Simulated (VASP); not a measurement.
Here is a VASP 6.6.1 calculation.

INCAR

```
SYSTEM = Ti
PREC = Accurate ; ENCUT = 520
EDIFF = 1E-6 ; ISMEAR = 0
SIGMA = 0.15 ; LREAL = .False.
LASPH = .True. ; NELM = 60
ALGO = Fast ; ISIF = 2
LWAVE = .False. ; LCHARG = .False.
GGA = PS ; NBANDS = 12
```

Contents of KPOINTS:

```
regular mesh
0
Gamma
  20 20 20
  0 0 0
```

File POSCAR:

```
Ti
1.0
    0.0000000000      2.0604500000      2.0909000000
    2.0604500000      0.0000000000      2.0909000000
    2.0604500000      2.0604500000      0.0000000000
Ti
1
Direct
    0.0000000000      0.0000000000      0.0000000000
```

Potentials or basis: VASP PAW PBE potentials, release 64 (Ti_sv).

Command:

```sh
$ cat potpaw_PBE.64/Ti_sv/POTCAR > POTCAR
$ mpirun -np 1 vasp_std > vasp.out
```

Problem. What does it give for the band gap on the k mesh?

Solution. Zero (band 6 reaches 8.68 eV, above the bottom of band 7 at 7.45 eV).

Problem. Estimate the pressure.

Solution. -6.5 GPa.

Stress tensor (GPa, compression positive):
```
-6.37  0.00  0.00
 0.00 -6.37  0.00
 0.00  0.00 -6.89
```

Caveat: the cell differs from its parent crystal (strain +0.015 along x and y, +0.030 along z); the PAW data sets were made with another functional, which shifts forces and pressure a little.
